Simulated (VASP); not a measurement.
# Al (I4/mmm) in VASP: a series of runs, part 2 of 3

VASP 6.6.1. The steps go on from the part before.

## (3) Single point, PBE (strain +0.025 along x and y, -0.025 along z)

Input file INCAR:

```
ALGO = Fast ; EDIFF = 1E-6
ENCUT = 520 ; GGA = PE
ISIF = 2 ; ISMEAR = 0
LASPH = T ; LCHARG = F
LREAL = F ; LWAVE = F
NBANDS = 8 ; NELM = 60
PREC = Accurate ; SIGMA = 0.15
```

Input file KPOINTS:

```
k-points
0
Gamma
  20 20 20
```

Input file POSCAR:

```
Al
1.0
    0.0000000000      2.0745795000      1.9733805000
    2.0745795000      0.0000000000      1.9733805000
    2.0745795000      2.0745795000      0.0000000000
Al
1
Direct
    0.0000000000      0.0000000000      0.0000000000
```

Potentials or basis: VASP PAW PBE potentials, release 64 (Al).

Launch:

```bash
cat potpaw_PBE.64/Al/POTCAR > POTCAR
mpirun -np 1 vasp_std > vasp.out
```

OUTCAR:

```text
EDIFF = 1E-6
   ENCUT = 520
   GGA = PE
   ISIF = 2
   ISMEAR = 0
   LASPH = T
   LREAL = F
   NELM = 60
   PREC = Accurate

 ion  position               nearest neighbor table
   1  0.000  0.000  0.000-

  LATTYP: Found a body centered tetragonal cell.
 ALAT       =     2.9338984651
 C/A-ratio  =     1.3452275349

  Lattice vectors:

 A1 = (   0.0000000000,  -2.0745795000,  -1.9733805000)
 A2 = (   0.0000000000,   2.0745795000,  -1.9733805000)
 A3 = (   2.0745795000,   0.0000000000,   1.9733805000)

Analysis of symmetry for initial positions (statically):
=====================================================================
 Subroutine PRICEL returns:
 Original cell was already a primitive cell.

 Routine SETGRP: Setting up the symmetry group for a
 body centered tetragonal supercell.

 Subroutine GETGRP returns: Found 16 space group operations
 (whereof 16 operations were pure point group operations)
 out of a pool of 16 trial point group operations.

The static configuration has the point symmetry D_4h.

Analysis of symmetry for dynamics (positions and initial velocities):
=====================================================================
 Subroutine PRICEL returns:
 Original cell was already a primitive cell.

 Routine SETGRP: Setting up the symmetry group for a
 body centered tetragonal supercell.

 Subroutine GETGRP returns: Found 16 space group operations
 (whereof 16 operations were pure point group operations)
 out of a pool of 16 trial point group operations.

The dynamic configuration has the point symmetry D_4h.

 Subroutine INISYM returns: Found 16 space group operations
 (whereof 16 operations are pure point group operations),
 and found     1 'primitive' translations

----------------------------------------------------------------------------------------

                                     Primitive cell

  volume of cell :      16.9864

[... 109 lines left out ...]
  Thomas-Fermi vector in A             =   2.043594
   LORBIT       =      0    0 simple, 1 ext, 2 COOP (PROOUT), +10 PAW based schemes
   GGA     = PE    functional components
   LHFCALC =     F    Hartree Fock is set to
   AEXX    =    0.0000 exact exchange contribution
   IVDW    =     0    specifies the selected vdW correction
   LEPSILON=     F    determine dielectric tensor
   LRPA    =     F    only Hartree local field effects (RPA)
 non-spin polarized calculation
 RMM-DIIS sequential band-by-band and
 Gauss-broadening in eV      SIGMA  =   0.15
  energy-cutoff  :      520.00
  volume of cell :       16.99
 maximum number of plane-waves:       479
 NGX is ok and might be reduce to    24
   NGX = 11   NGY = 11   NGZ = 11

 number of electron       3.0000000 magnetization

 Free energy of the ion-electron system (eV)
  ---------------------------------------------------
  ext. energy  EPLUGINS =         0.00000000
  ---------------------------------------------------
  free energy    TOTEN  =        -3.74178138 eV

  energy without entropy =       -3.73774543  energy(sigma->0) =       -3.73976341

 E-fermi :   7.7114     XC(G=0): -10.0920

 val. band max:        7.7097959695   @ k =   0.4000   0.1000   0.0500
 cond. band min:       7.7217350504   @ k =   0.5000   0.3000   0.0000
 fundamental gap:      0.0119390809
 Fermi energy:         7.7113805018

 k-point     1 :       0.0000    0.0000    0.0000
  band No.  band energies     occupation
      1      -3.2347      2.00000
      2      20.0170      0.00000
      3      20.0170      0.00000
      4      20.5393      0.00000
      5      21.3450      0.00000
      6      21.5034      0.00000
      7      21.5034      0.00000
      8      23.9961      0.00000
[... 243 lines left out ...]
 k-point    24 :      -0.3500    0.0500    0.0000
  band No.  band energies     occupation
      1       0.3295      2.00000
      2       7.2463      1.99999
      3      17.5131      0.00000
      4      18.5876      0.00000
      5      19.0684      0.00000
      6      20.4756      0.00000
      7      22.1418      0.00000
      8      25.9853      0.00000

 [... further k-points ...]

------------------------ aborting loop because EDIFF is reached ----------------------------------------

  FORCE on cell =-STRESS in cart. coord.  units (eV):
  Direction    XX          YY          ZZ          XY          YZ          ZX
  --------------------------------------------------------------------------------------
  -------------------------------------------------------------------------------------
  Total       -0.2970725     -0.2970725     -0.0564867      0.0000000     -0.0000000     -0.0000000
  in kB      -28.0202553    -28.0202553     -5.3278995      0.0000000     -0.0000000     -0.0000000
  external PRESSURE =     -20.4561367 kB  Pullay stress =       0.0000000 kB

 VOLUME and BASIS-vectors are now :
 -----------------------------------------------------------------------------
  energy-cutoff  :      520.00
  volume of cell :       16.99
      direct lattice vectors                 reciprocal lattice vectors
     0.000000000  2.074579500  1.973380500    -0.241012697  0.241012697  0.253372322
     2.074579500  0.000000000  1.973380500     0.241012697 -0.241012697  0.253372322
     2.074579500  2.074579500  0.000000000     0.241012697  0.241012697 -0.253372322

 POSITION                                       TOTAL-FORCE (eV/Angst)
 -----------------------------------------------------------------------------------
      0.00000      0.00000      0.00000         0.000000      0.000000      0.000000
 -----------------------------------------------------------------------------------
    total drift:                                0.000000     -0.000000      0.000000

  FREE ENERGIE OF THE ION-ELECTRON SYSTEM (eV)
  ---------------------------------------------------
  free  energy   TOTEN  =        -3.7417813801 eV

  energy  without entropy=       -3.7377454311  energy(sigma->0) =       -3.73976341
```

Wall time 94 s (1 thread of Intel Xeon 8259CL, shared host); peak memory 0.2 GiB.

Results:

```
Free energy            : -3.7418 eV
Pressure               : -2.0 GPa
Band gap on the k mesh : zero (an odd number of electrons rules out a gap without spin polarisation)
```

Levels at points of the mesh, in eV from the Fermi level:
| k point | band 1 | band 2 | band 3 | band 4 | band 5 | band 6 |
| --- | --- | --- | --- | --- | --- | --- |
| (0.00, 0.00, 0.00) | -10.95 | 12.31 | 12.31 | 12.83 | 13.63 | 13.79 |
| (0.50, 0.00, 0.00) | -4.48 | -4.34 | 10.51 | 10.78 | 11.51 | 11.75 |
| (0.50, 0.50, 0.00) | -2.37 | -0.92 | 4.86 | 4.86 | 4.87 | 8.17 |
| (0.50, 0.00, 0.50) | -3.09 | -1.95 | 5.46 | 5.61 | 5.94 | 9.11 |

Caveat: the cell differs from its parent crystal (strain +0.025 along x and y, -0.025 along z).

## (4) Single point, PBE (strain +0.050 along x and y, -0.025 along z)

Input file INCAR:

```
SYSTEM = Al
  ALGO = Fast
  EDIFF = 1E-6
  ENCUT = 520
  GGA = PE
  ISIF = 2
  ISMEAR = 0
  LASPH = .TRUE.
  LCHARG = .FALSE.
  LREAL = .FALSE.
  LWAVE = .FALSE.
  NBANDS = 8
  NELM = 80
  PREC = Accurate
  SIGMA = 0.15
```

Input file KPOINTS:

```
k-points
0
G
  20 20 20
  0 0 0
```

Input file POSCAR:

```
Al
1.0
    0.0000000000      2.1251790000      1.9733805000
    2.1251790000      0.0000000000      1.9733805000
    2.1251790000      2.1251790000      0.0000000000
Al
1
Direct
    0.0000000000      0.0000000000      0.0000000000
```

Potentials or basis: VASP PAW PBE potentials, release 64 (Al).

Launch:

```bash
cat potpaw_PBE.64/Al/POTCAR > POTCAR
mpirun -np 1 vasp_std > vasp.out
```

OUTCAR:

```text
SYSTEM = Al
   EDIFF = 1E-6
   ENCUT = 520
   GGA = PE
   ISIF = 2
   ISMEAR = 0
   LASPH = .TRUE.
   LREAL = .FALSE.
   NELM = 80
   PREC = Accurate

 ion  position               nearest neighbor table
   1  0.000  0.000  0.000-

  LATTYP: Found a body centered tetragonal cell.
 ALAT       =     3.0054569643
 C/A-ratio  =     1.3131983079

  Lattice vectors:

 A1 = (   0.0000000000,  -2.1251790000,  -1.9733805000)
 A2 = (   0.0000000000,   2.1251790000,  -1.9733805000)
 A3 = (   2.1251790000,   0.0000000000,   1.9733805000)

Analysis of symmetry for initial positions (statically):
=====================================================================
 Subroutine PRICEL returns:
 Original cell was already a primitive cell.

 Routine SETGRP: Setting up the symmetry group for a
 body centered tetragonal supercell.

 Subroutine GETGRP returns: Found 16 space group operations
 (whereof 16 operations were pure point group operations)
 out of a pool of 16 trial point group operations.

The static configuration has the point symmetry D_4h.

Analysis of symmetry for dynamics (positions and initial velocities):
=====================================================================
 Subroutine PRICEL returns:
 Original cell was already a primitive cell.

 Routine SETGRP: Setting up the symmetry group for a
 body centered tetragonal supercell.

 Subroutine GETGRP returns: Found 16 space group operations
 (whereof 16 operations were pure point group operations)
 out of a pool of 16 trial point group operations.

The dynamic configuration has the point symmetry D_4h.

 Subroutine INISYM returns: Found 16 space group operations
 (whereof 16 operations are pure point group operations),
 and found     1 'primitive' translations

----------------------------------------------------------------------------------------

                                     Primitive cell

  volume of cell :      17.8251

  direct lattice vectors                    reciprocal lattice vectors
     0.000000000  2.125179000  1.973380500    -0.235274299  0.235274299  0.253372322
     2.125179000  0.000000000  1.973380500     0.235274299 -0.235274299  0.253372322
     2.125179000  2.125179000  0.000000000     0.235274299  0.235274299 -0.253372322

  length of vectors
     2.900106270  2.900106270  3.005456964     0.418217079  0.418217079  0.418217079

  position of ions in fractional coordinates (direct lattice)
     0.000000000  0.000000000  0.000000000

  ion indices of the primitive-cell ions
   primitive index   ion index
                 1           1

----------------------------------------------------------------------------------------

 KPOINTS: k-points

Automatic generation of k-mesh.
 Grid dimensions read from file:
 generate k-points for:   20   20   20

 Generating k-lattice:

  Cartesian coordinates                     Fractional coordinates (reciprocal lattice)
    -0.011763715  0.011763715  0.012668616     0.050000000 -0.000000000  0.000000000
     0.011763715 -0.011763715  0.012668616    -0.000000000  0.050000000  0.000000000
     0.011763715  0.011763715 -0.012668616     0.000000000  0.000000000  0.050000000

  Length of vectors
     0.020910854  0.020910854  0.020910854

  Shift w.r.t. Gamma in fractional coordinates (k-lattice)
     0.000000000  0.000000000  0.000000000

 Subroutine IBZKPT returns following result:
 ===========================================

 Found    641 irreducible k-points:

 Following reciprocal coordinates:
            Coordinates               Weight
  0.000000  0.000000  0.000000      1.000000
  0.050000  0.000000  0.000000      8.000000
  0.100000  0.000000  0.000000      8.000000
  0.150000  0.000000  0.000000      8.000000
  0.200000  0.000000  0.000000      8.000000
  0.250000  0.000000  0.000000      8.000000
[... 16 lines left out ...]
 -0.400000  0.050000  0.000000      8.000000
 -0.350000  0.050000  0.000000      8.000000
 [... further k-points ...]
   k-points           NKPTS =    641   k-points in BZ     NKDIM =    641   number of bands    NBANDS=      8
   number of dos      NEDOS =    301   number of ions     NIONS =      1
   total plane-waves  NPLWV =  13824
   dimension x,y,z NGX =    24 NGY =   24 NGZ =   24
   dimension x,y,z NGXF=    48 NGYF=   48 NGZF=   48
   ions per type =               1
   NGX,Y,Z   is equivalent  to a cutoff of  13.76, 13.76, 13.28 a.u.
   NGXF,Y,Z  is equivalent  to a cutoff of  27.52, 27.52, 26.55 a.u.
 SYSTEM =  Al
   PREC   = accura    normal or accurate (medium, high low for compatibility)
   ISTART =      0    job   : 0-new  1-cont  2-samecut
   ICHARG =      2    charge: 1-file 2-atom 10-const
   ISPIN  =      1    spin polarized calculation?
   LNONCOLLINEAR =      F non collinear calculations
   LSORBIT =      F    spin-orbit coupling
   LASPH  =      T    aspherical Exc in radial PAW
   ENCUT  =  520.0 eV  38.22 Ry    6.18 a.u.   5.39  5.39  5.59*2*pi/ulx,y,z
   NELM   =     80;   NELMIN=  2; NELMDL= -5     # of ELM steps
   EDIFF  = 0.1E-05   stopping-criterion for ELM
   LREAL  =      F    real-space projection
   EDIFFG = 0.1E-04   stopping-criterion for IOM
   NSW    =      0    number of steps for IOM
   IBRION =     -1    ionic relax: 0-MD 1-quasi-New 2-CG
   NFREE  =      0    steps in history (QN), initial steepest desc. (CG)
   ISIF   =      2    stress and relaxation
   ISYM   =      2    0-nonsym 1-usesym 2-fastsym
   POTIM  = 0.5000    time-step for ionic-motion
   TEBEG  =    0.0;   TEEND  =   0.0 temperature during run
   PSTRESS=    0.0 pullay stress
   NELECT =       3.0000    total number of electrons
   NUPDOWN=      -1.0000    fix difference up-down
   EMIN   =  10.00;   EMAX   =-10.00  energy-range for DOS
   EFERMI =   0.00;   METHOD = LEGACY
   ISMEAR =     0;   SIGMA  =   0.15  broadening in eV -4-tet -1-fermi 0-gaus
   EFERMI_NEDOS =   21; number of points for ismear=-14 and -15
   IALGO  =     68    algorithm
   IMIX   =      4    mixing-type and parameters
     AMIX     =   0.40;   BMIX     =  1.00
     AMIX_MAG =   1.60;   BMIX_MAG =  1.00
  volume/ion in A,a.u.               =      17.83       120.29
  Fermi-wavevector in a.u.,A,eV,Ry     =   0.903867  1.708061 11.115632  0.816976
  Thomas-Fermi vector in A             =   2.027245
   LORBIT       =      0    0 simple, 1 ext, 2 COOP (PROOUT), +10 PAW based schemes
   GGA     = PE    functional components
   LHFCALC =     F    Hartree Fock is set to
   AEXX    =    0.0000 exact exchange contribution
   IVDW    =     0    specifies the selected vdW correction
   LEPSILON=     F    determine dielectric tensor
   LRPA    =     F    only Hartree local field effects (RPA)
 non-spin polarized calculation
 RMM-DIIS sequential band-by-band and
 Gauss-broadening in eV      SIGMA  =   0.15
  energy-cutoff  :      520.00
  volume of cell :       17.83
 maximum number of plane-waves:       504
 NGX is ok and might be reduce to    24
   NGX = 11   NGY = 11   NGZ = 11

 number of electron       3.0000000 magnetization

 Free energy of the ion-electron system (eV)
  ---------------------------------------------------
  ext. energy  EPLUGINS =         0.00000000
  ---------------------------------------------------
  free energy    TOTEN  =        -3.71911485 eV

  energy without entropy =       -3.71405451  energy(sigma->0) =       -3.71658468

 E-fermi :   7.2151     XC(G=0):  -9.9203

 val. band max:        7.2102937940   @ k =  -0.3000   0.4500   0.2500
 cond. band min:       7.2245754606   @ k =  -0.4500   0.3500   0.1000
 fundamental gap:      0.0142816666
 Fermi energy:         7.2151265067

 k-point     1 :       0.0000    0.0000    0.0000
  band No.  band energies     occupation
      1      -3.3936      2.00000
      2      19.2366      0.00000
      3      19.2366      0.00000
      4      19.9805      0.00000
      5      20.2287      0.00000
      6      20.4507      0.00000
      7      20.4507      0.00000
      8      23.2183      0.00000
[... 243 lines left out ...]
 k-point    24 :      -0.3500    0.0500    0.0000
  band No.  band energies     occupation
      1       0.0459      2.00000
      2       6.8226      1.99979
      3      17.0156      0.00000
      4      17.3716      0.00000
      5      18.1542      0.00000
      6      19.4272      0.00000
      7      21.1236      0.00000
      8      25.5807      0.00000

 [... further k-points ...]

------------------------ aborting loop because EDIFF is reached ----------------------------------------

  FORCE on cell =-STRESS in cart. coord.  units (eV):
  Direction    XX          YY          ZZ          XY          YZ          ZX
  --------------------------------------------------------------------------------------
  -------------------------------------------------------------------------------------
  Total       -0.6195543     -0.6195543     -0.3700712      0.0000000     -0.0000000     -0.0000000
  in kB      -55.6875498    -55.6875498    -33.2631963      0.0000000     -0.0000000     -0.0000000
  external PRESSURE =     -48.2127653 kB  Pullay stress =       0.0000000 kB

 VOLUME and BASIS-vectors are now :
 -----------------------------------------------------------------------------
  energy-cutoff  :      520.00
  volume of cell :       17.83
      direct lattice vectors                 reciprocal lattice vectors
     0.000000000  2.125179000  1.973380500    -0.235274299  0.235274299  0.253372322
     2.125179000  0.000000000  1.973380500     0.235274299 -0.235274299  0.253372322
     2.125179000  2.125179000  0.000000000     0.235274299  0.235274299 -0.253372322

 POSITION                                       TOTAL-FORCE (eV/Angst)
 -----------------------------------------------------------------------------------
      0.00000      0.00000      0.00000         0.000000      0.000000     -0.000000
 -----------------------------------------------------------------------------------
    total drift:                               -0.000000      0.000000      0.000000

  FREE ENERGIE OF THE ION-ELECTRON SYSTEM (eV)
  ---------------------------------------------------
  free  energy   TOTEN  =        -3.7191148495 eV

  energy  without entropy=       -3.7140545137  energy(sigma->0) =       -3.71658468
```

Wall time 97 s (1 thread of Intel Xeon 8259CL, shared host); peak memory 0.2 GiB.

What came out:

* Free energy: -3.7191 eV
* Pressure: -4.8 GPa
* Band gap on the k mesh: zero (an odd number of electrons rules out a gap without spin polarisation)

Stress tensor (GPa, compression positive):
```
-5.57  0.00  0.00
 0.00 -5.57  0.00
 0.00  0.00 -3.33
```

Caveat: the cell differs from its parent crystal (strain +0.050 along x and y, -0.025 along z); the cell stands under tension.

[end of part 2 of 3]
